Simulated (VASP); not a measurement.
# Mo (I4/mmm) in VASP: further runs, part 3 of 3

VASP 6.6.1. The steps go on from the part before.

### 5 Single point, LDA (strain +0.015 along x and y, +0.030 along z)

Input file INCAR:

```
PREC     = Accurate       # precision mode
ENCUT    = 520            # plane-wave cutoff, eV
EDIFF    = 1E-6           # SCF threshold, eV
ISMEAR   = 0              # smearing method
SIGMA    = 0.15           # smearing width, eV
LREAL    = False          # projectors in reciprocal space
LASPH    = True           # aspherical terms in the spheres
NELM     = 60             # most SCF steps
ALGO     = Fast           # electronic algorithm
ISIF     = 2              # what is computed and relaxed
LWAVE    = False          # write WAVECAR
LCHARG   = True           # write CHGCAR
GGA      = CA             # functional
LELF     = True           # ELF
LVHAR    = True         
NBANDS   = 13             # bands
```

Input file KPOINTS:

```
regular mesh
0
Gamma
  20 20 20
```

Input file POSCAR:

```
Mo
1.0
    0.0000000000      2.0452250000      2.0754500000
    2.0452250000      0.0000000000      2.0754500000
    2.0452250000      2.0452250000      0.0000000000
Mo
1
Direct
    0.0000000000      0.0000000000      0.0000000000
```

Potentials or basis: VASP PAW LDA potentials, release 64 (Mo_sv).

The run is started by

```
$ cat potpaw_LDA.64/Mo_sv/POTCAR > POTCAR
$ mpirun -np 1 vasp_std > vasp.out
```

OUTCAR:

```text
PREC = Accurate
   ENCUT = 520
   EDIFF = 1E-6
   ISMEAR = 0
   LREAL = False
   LASPH = True
   NELM = 60
   ISIF = 2
   GGA = CA

 ion  position               nearest neighbor table
   1  0.000  0.000  0.000-

  LATTYP: Found a body centered tetragonal cell.
 ALAT       =     2.8923849331
 C/A-ratio  =     1.4351132702

  Lattice vectors:

 A1 = (  -2.0452250000,   0.0000000000,   2.0754500000)
 A2 = (   2.0452250000,   0.0000000000,   2.0754500000)
 A3 = (   0.0000000000,   2.0452250000,  -2.0754500000)

Analysis of symmetry for initial positions (statically):
=====================================================================
 Subroutine PRICEL returns:
 Original cell was already a primitive cell.

 Routine SETGRP: Setting up the symmetry group for a
 body centered tetragonal supercell.

 Subroutine GETGRP returns: Found 16 space group operations
 (whereof 16 operations were pure point group operations)
 out of a pool of 16 trial point group operations.

The static configuration has the point symmetry D_4h.

Analysis of symmetry for dynamics (positions and initial velocities):
=====================================================================
 Subroutine PRICEL returns:
 Original cell was already a primitive cell.

 Routine SETGRP: Setting up the symmetry group for a
 body centered tetragonal supercell.

 Subroutine GETGRP returns: Found 16 space group operations
 (whereof 16 operations were pure point group operations)
 out of a pool of 16 trial point group operations.

The dynamic configuration has the point symmetry D_4h.

 Subroutine INISYM returns: Found 16 space group operations
 (whereof 16 operations are pure point group operations),
 and found     1 'primitive' translations

----------------------------------------------------------------------------------------

                                     Primitive cell

  volume of cell :      17.3630

  direct lattice vectors                    reciprocal lattice vectors
     0.000000000  2.045225000  2.075450000    -0.244471880  0.244471880  0.240911610
     2.045225000  0.000000000  2.075450000     0.244471880 -0.244471880  0.240911610
     2.045225000  2.045225000  0.000000000     0.244471880  0.244471880 -0.240911610

  length of vectors
     2.913835617  2.913835617  2.892384933     0.421392220  0.421392220  0.421392220

  position of ions in fractional coordinates (direct lattice)
     0.000000000  0.000000000  0.000000000

  ion indices of the primitive-cell ions
   primitive index   ion index
                 1           1

----------------------------------------------------------------------------------------

 KPOINTS: regular mesh

Automatic generation of k-mesh.
 Grid dimensions read from file:
 generate k-points for:   20   20   20

 Generating k-lattice:

  Cartesian coordinates                     Fractional coordinates (reciprocal lattice)
    -0.012223594  0.012223594  0.012045580     0.050000000  0.000000000  0.000000000
     0.012223594 -0.012223594  0.012045580     0.000000000  0.050000000  0.000000000
     0.012223594  0.012223594 -0.012045580     0.000000000  0.000000000  0.050000000

  Length of vectors
     0.021069611  0.021069611  0.021069611

  Shift w.r.t. Gamma in fractional coordinates (k-lattice)
     0.000000000  0.000000000  0.000000000

 Subroutine IBZKPT returns following result:
 ===========================================

 Found    641 irreducible k-points:

 Following reciprocal coordinates:
            Coordinates               Weight
  0.000000  0.000000  0.000000      1.000000
  0.050000  0.000000  0.000000      8.000000
  0.100000 -0.000000  0.000000      8.000000
  0.150000 -0.000000  0.000000      8.000000
  0.200000 -0.000000  0.000000      8.000000
  0.250000  0.000000  0.000000      8.000000
[... 16 lines left out ...]
 -0.400000  0.050000  0.000000      8.000000
 -0.350000  0.050000  0.000000      8.000000
 [... further k-points ...]
   k-points           NKPTS =    641   k-points in BZ     NKDIM =    641   number of bands    NBANDS=     13
   number of dos      NEDOS =    301   number of ions     NIONS =      1
   total plane-waves  NPLWV =  13824
   dimension x,y,z NGX =    24 NGY =   24 NGZ =   24
   dimension x,y,z NGXF=    48 NGYF=   48 NGZF=   48
   ions per type =               1
   NGX,Y,Z   is equivalent  to a cutoff of  13.69, 13.69, 13.79 a.u.
   NGXF,Y,Z  is equivalent  to a cutoff of  27.39, 27.39, 27.59 a.u.
 SYSTEM =  unknown system
   PREC   = accura    normal or accurate (medium, high low for compatibility)
   ISTART =      0    job   : 0-new  1-cont  2-samecut
   ICHARG =      2    charge: 1-file 2-atom 10-const
   ISPIN  =      1    spin polarized calculation?
   LNONCOLLINEAR =      F non collinear calculations
   LSORBIT =      F    spin-orbit coupling
   LASPH  =      T    aspherical Exc in radial PAW
   ENCUT  =  520.0 eV  38.22 Ry    6.18 a.u.   5.42  5.42  5.38*2*pi/ulx,y,z
   NELM   =     60;   NELMIN=  2; NELMDL= -5     # of ELM steps
   EDIFF  = 0.1E-05   stopping-criterion for ELM
   LREAL  =      F    real-space projection
   EDIFFG = 0.1E-04   stopping-criterion for IOM
   NSW    =      0    number of steps for IOM
   IBRION =     -1    ionic relax: 0-MD 1-quasi-New 2-CG
   NFREE  =      0    steps in history (QN), initial steepest desc. (CG)
   ISIF   =      2    stress and relaxation
   ISYM   =      2    0-nonsym 1-usesym 2-fastsym
   POTIM  = 0.5000    time-step for ionic-motion
   TEBEG  =    0.0;   TEEND  =   0.0 temperature during run
   PSTRESS=    0.0 pullay stress
   NELECT =      14.0000    total number of electrons
   NUPDOWN=      -1.0000    fix difference up-down
   EMIN   =  10.00;   EMAX   =-10.00  energy-range for DOS
   EFERMI =   0.00;   METHOD = LEGACY
   ISMEAR =     0;   SIGMA  =   0.15  broadening in eV -4-tet -1-fermi 0-gaus
   EFERMI_NEDOS =   21; number of points for ismear=-14 and -15
   IALGO  =     68    algorithm
   IMIX   =      4    mixing-type and parameters
     AMIX     =   0.40;   BMIX     =  1.00
     AMIX_MAG =   1.60;   BMIX_MAG =  1.00
  volume/ion in A,a.u.               =      17.36       117.17
  Fermi-wavevector in a.u.,A,eV,Ry     =   1.523735  2.879441 31.589564  2.321767
  Thomas-Fermi vector in A             =   2.632138
   LORBIT       =      0    0 simple, 1 ext, 2 COOP (PROOUT), +10 PAW based schemes
   GGA     = CA    functional components
   LHFCALC =     F    Hartree Fock is set to
   AEXX    =    0.0000 exact exchange contribution
   IVDW    =     0    specifies the selected vdW correction
   LEPSILON=     F    determine dielectric tensor
   LRPA    =     F    only Hartree local field effects (RPA)
 non-spin polarized calculation
 RMM-DIIS sequential band-by-band and
 Gauss-broadening in eV      SIGMA  =   0.15
  energy-cutoff  :      520.00
  volume of cell :       17.36
 maximum number of plane-waves:       491
 NGX is ok and might be reduce to    24
   NGX = 11   NGY = 11   NGZ = 11

 number of electron      13.9999999 magnetization

 Free energy of the ion-electron system (eV)
  ---------------------------------------------------
  ext. energy  EPLUGINS =         0.00000000
  ---------------------------------------------------
  free energy    TOTEN  =       -11.52436236 eV

  energy without entropy =      -11.50798656  energy(sigma->0) =      -11.51617446

 E-fermi :  10.4419     XC(G=0): -13.0108

 val. band max:       10.4393271438   @ k =  -0.2000   0.1000   0.0500
 cond. band min:      10.4434585541   @ k =  -0.3500   0.1000   0.0500
 fundamental gap:      0.0041314103
 Fermi energy:        10.4418565108

 k-point     1 :       0.0000    0.0000    0.0000
  band No.  band energies     occupation
      1     -49.9672      2.00000
      2     -23.6410      2.00000
      3     -23.6303      2.00000
      4     -23.6303      2.00000
      5       3.9730      2.00000
      6       9.7241      2.00000
      7       9.8841      2.00000
      8       9.8841      2.00000
      9      12.0747      0.00000
     10      12.2928      0.00000
     11      23.5148      0.00000
     12      28.0286      0.00000
     13      28.4559      0.00000
[... 353 lines left out ...]
 k-point    24 :      -0.3500    0.0500    0.0000
  band No.  band energies     occupation
      1     -49.8273      2.00000
      2     -24.4884      2.00000
      3     -23.7865      2.00000
      4     -23.7284      2.00000
      5       6.3309      2.00000
      6       9.7299      2.00000
      7       9.9931      1.99998
      8      10.2595      1.91449
      9      13.0574      0.00000
     10      13.7888      0.00000
     11      21.8867      0.00000
     12      24.5510      0.00000
     13      29.5237      0.00000

 [... further k-points ...]
[... 5 lines left out ...]
  --------------------------------------------------------------------------------------
  -------------------------------------------------------------------------------------
  Total       -2.9181663     -2.9181663     -2.6402056      0.0000000      0.0000000     -0.0000000
  in kB     -269.2750770   -269.2750770   -243.6261307      0.0000000      0.0000000     -0.0000000
  external PRESSURE =    -260.7254282 kB  Pullay stress =       0.0000000 kB

 VOLUME and BASIS-vectors are now :
 -----------------------------------------------------------------------------
  energy-cutoff  :      520.00
  volume of cell :       17.36
      direct lattice vectors                 reciprocal lattice vectors
     0.000000000  2.045225000  2.075450000    -0.244471880  0.244471880  0.240911610
     2.045225000  0.000000000  2.075450000     0.244471880 -0.244471880  0.240911610
     2.045225000  2.045225000  0.000000000     0.244471880  0.244471880 -0.240911610

 POSITION                                       TOTAL-FORCE (eV/Angst)
 -----------------------------------------------------------------------------------
      0.00000      0.00000      0.00000         0.000000      0.000000      0.000000
 -----------------------------------------------------------------------------------
    total drift:                                0.000000      0.000000     -0.000000

  FREE ENERGIE OF THE ION-ELECTRON SYSTEM (eV)
  ---------------------------------------------------
  free  energy   TOTEN  =       -11.5243623565 eV

  energy  without entropy=      -11.5079865647  energy(sigma->0) =      -11.51617446
```

Run time: 46 s. Hardware: 1 thread of Intel Xeon 6975P-C (Granite Rapids), shared host; peak memory 0.24 GiB.

What came out:

| Quantity | Value |
| --- | --- |
| Free energy | -11.5244 eV |
| Pressure | -26.1 GPa |
| Band gap on the k mesh | zero (band 7 reaches 13.97 eV, above the bottom of band 8 at 9.88 eV) |

Stress tensor (GPa, compression positive):
```
-26.93   0.00   0.00
  0.00 -26.93   0.00
  0.00   0.00 -24.36
```

Caveat: the cell differs from its parent crystal (strain +0.015 along x and y, +0.030 along z).

### 6 Overview

| cell | gap on the mesh (eV) | pressure (GPa) |
| --- | --- | --- |
| a = 2.893, b = 2.893, c = 2.850 Å, angles 60.5, 60.5, 59.0°, 1 atom | none | -21.2 |
| a = 2.871, b = 2.871, c = 2.892 Å, angles 59.8, 59.8, 60.5°, 1 atom | none | -21.2 |
| a = 2.893, b = 2.893, c = 2.935 Å, angles 59.5, 59.5, 61.0°, 1 atom | none | -26.1 |
| a = 2.914, b = 2.914, c = 2.892 Å, angles 60.2, 60.2, 59.5°, 1 atom | none | -26.1 |

Alike in all rows: task single point; level LDA; potentials or basis VASP PAW LDA potentials, release 64 (Mo_sv); no spin polarisation; k mesh 20 × 20 × 20; cutoff (eV) 520; smearing gaussian 0.15 eV.

Absolute energies hang on the potentials; compare differences alone.
